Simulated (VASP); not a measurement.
Set up this calculation in VASP 6.6.1, as the native input.

| Quantity | Value |
| --- | --- |
| Task | single point |
| Functional | PBE0 |
| Potentials or basis | VASP PAW PBE potentials, release 64 (Au, Cu) |
| Cutoff | 520 eV |
| k mesh | 6 × 6 × 4 |
| Occupations | fermi-dirac, width 0.05 eV |
| Spin | no spin polarisation |
| Dipole correction | no |
| Grid for exact exchange (PRECFOCK) | Normal |
| Further INCAR settings | ALGO = Normal; EDIFF = 1e-07; NBANDS = 18 |
| Share of exact exchange | 0.25 |

CuAu:

```xyz
2
Lattice="2.8659 0.0000 0.0000 0.0000 2.8659 0.0000 0.0000 0.0000 3.7573" Properties=species:S:1:pos:R:3 pbc="T T T"
Au    0.0000    0.0000    0.0000
Cu    1.4329    1.4329    1.8786
```

One way to write it, as run:

POSCAR

```
CuAu
1.0
    2.8658761851      0.0000000000      0.0000000000
    0.0000000000      2.8658761851      0.0000000000
    0.0000000000      0.0000000000      3.7572732506
Au Cu
1 1
Direct
    0.0000000000      0.0000000000      0.0000000000
    0.5000000000      0.5000000000      0.5000000000
```

INCAR.step1

```
SYSTEM = CuAu
ALGO = Normal ; EDIFF = 1E-5
ENCUT = 520 ; GGA = PE
ISIF = 2 ; ISMEAR = -1
LASPH = .True. ; LCHARG = .False.
LREAL = .False. ; LWAVE = .True.
NBANDS = 18 ; NELM = 80
PREC = Accurate ; SIGMA = 0.05
```

INCAR.step2

```
SYSTEM = CuAu
AEXX = 0.25 ; ALGO = Normal
EDIFF = 1E-7 ; ENCUT = 520
GGA = PE ; ISIF = 2
ISMEAR = -1 ; ISTART = 1
LASPH = .True. ; LCHARG = .False.
LHFCALC = .True. ; LREAL = .False.
LWAVE = .False. ; NBANDS = 18
NELM = 80 ; PREC = Accurate
PRECFOCK = Normal ; SIGMA = 0.05
```

KPOINTS

```
k-points
0
Gamma
  6 6 4
  0 0 0
```

Potentials or basis: VASP PAW PBE potentials, release 64 (Au, Cu).

The run is started by

```sh
$ cat potpaw_PBE.64/Au/POTCAR potpaw_PBE.64/Cu/POTCAR > POTCAR
$ cp INCAR.step1 INCAR
$ mpirun -np 1 vasp_std > vasp.out
$ cp INCAR.step2 INCAR
$ mpirun -np 1 vasp_std > vasp.out
```

It gave:

- Pressure: -4.8 GPa
- Band gap on the k mesh: zero (bands 11 and 12 overlap by 9.91 eV)

Caveat: the k points lie up to 0.42 Å⁻¹ apart, too coarse for converged energies and pressures of a metal; the PAW data sets were made with another functional, which shifts forces and pressure a little; spin-orbit coupling is left out, which moves the levels of the heavy elements.

Wall time 38 min on 1 thread of Intel(R) Xeon(R) Platinum 8488C (Sapphire Rapids) (shared host), peak memory 0.17 GiB.
